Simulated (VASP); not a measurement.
Runs of VASP 6.6.1 on TePb. The structure is that of space group Fm-3m (No. 225), or close to it. The cells are those of the table. 

```csv
task,level,cell,k mesh,cutoff (eV),smearing,gap on the mesh (eV),pressure (GPa),relaxed volume (Å³/atom)
relaxation of cell and atoms,r2SCAN,"relaxed from a = 4.645 Å, angles 60.0°, 2 atoms",6 × 6 × 6,600,fermi-dirac 0.02 eV,1.09,0.0,34.91
relaxation of cell and atoms,PBE,"relaxed from a = 4.266 Å, angles 60.0°, 2 atoms",6 × 6 × 6,600,fermi-dirac 0.02 eV,0.83,0.0,35.39
single point,r2SCAN,"a = 4.621 Å, angles 60.0°, 2 atoms",6 × 6 × 6,520,fermi-dirac 0.02 eV,1.09,0.0,-
single point,r2SCAN,"a = 4.621 Å, angles 60.0°, 2 atoms",8 × 8 × 8,520,gaussian 0.01 eV,1.09,0.0,-
single point,PBE,"a = 4.621 Å, angles 60.0°, 2 atoms",8 × 8 × 8,520,fermi-dirac 0.02 eV,(a),(b),-
```

Alike in all rows: potentials or basis VASP PAW PBE potentials, release 64 (Pb_d, Te); no spin polarisation.

Q: Fill in the values left out.

A: (a) 0.80; (b) 0.6.

Caveats: spin-orbit coupling is left out, which moves the levels of the heavy elements; the PAW data sets were made with another functional, which shifts forces and pressure a little (at least some runs); the volume moved by over 15 % at a fixed basis, so the end points are rough (at least some runs).

A k mesh can miss the band edges, and the runs leave out spin-orbit coupling on Pb, Te.
